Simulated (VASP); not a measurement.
Wanted: the native input for a VASP 6.6.1 run.

```yaml
Task: relaxation of cell and atoms
Functional: PBE
Potentials_or_basis: VASP PAW PBE potentials, release 64 (Ge_d, H)
Cutoff: 600 eV
k_mesh: 12 × 12 × 6
Occupations: gaussian, width 0.1 eV
Spin: no spin polarisation
Dipole_correction: no
Further_INCAR_settings: ALGO = Normal; EDIFF = 1e-07; IBRION = 2; EDIFFG = -0.025; NSW = 90; ISIF = 3
```

The structure of Ge2H lies in POSCAR:

```
Ge2H
1.0
    4.1495911129      0.0000000000      0.0000000000
   -2.0747955565      3.5936513191      0.0000000000
    0.0000000000      0.0000000000      6.7596668025
Ge H
4 2
Direct
    0.6666666667      0.3333333333      0.0625558920
    0.3333333333      0.6666666667      0.5625558920
    0.6666666667      0.3333333333      0.4374441080
    0.3333333333      0.6666666667      0.9374441080
    0.0000000000      0.0000000000      0.0000000000
    0.0000000000      0.0000000000      0.5000000000
```

These files were run (other wordings do the same):

INCAR

```
PREC = Accurate
ENCUT = 600
EDIFF = 1E-7
ISMEAR = 0
SIGMA = 0.1
LREAL = False
LASPH = True
NELM = 60
ALGO = Normal
ISIF = 3
LWAVE = False
LCHARG = False
GGA = PE
IBRION = 2
NSW = 90
EDIFFG = -0.025
```

KPOINTS

```
Automatic mesh
0
Gamma
  12 12 6
```

Potentials or basis: VASP PAW PBE potentials, release 64 (Ge_d, H).

The run is started by

```sh
$ cat potpaw_PBE.64/Ge_d/POTCAR potpaw_PBE.64/H/POTCAR > POTCAR
$ mpirun -np 1 vasp_std > vasp.out
```

Results of the run:

The relaxed volume is 16.79 Å³/atom and the relaxed cell is a = 4.162 Å, b = 4.162 Å, c = 6.713 Å, α = 90.00°, β = 90.00°, γ = 120.00°. The space group after relaxing (to 0.1 Å) is P6_3/mmc (No. 194). The energy gained by relaxing is 0.2 meV/atom. The ionic steps are 3 and the pressure after relaxing is -0.1 GPa. The largest force after relaxing is 0.016 eV/Å and the band gap on the k mesh is zero (bands 29 and 30 overlap by 3.46 eV).

It took 7.3 min on 1 thread of AMD EPYC 9R45 96-Core Processor (Zen 5), on a shared host, peak memory 0.39 GiB.
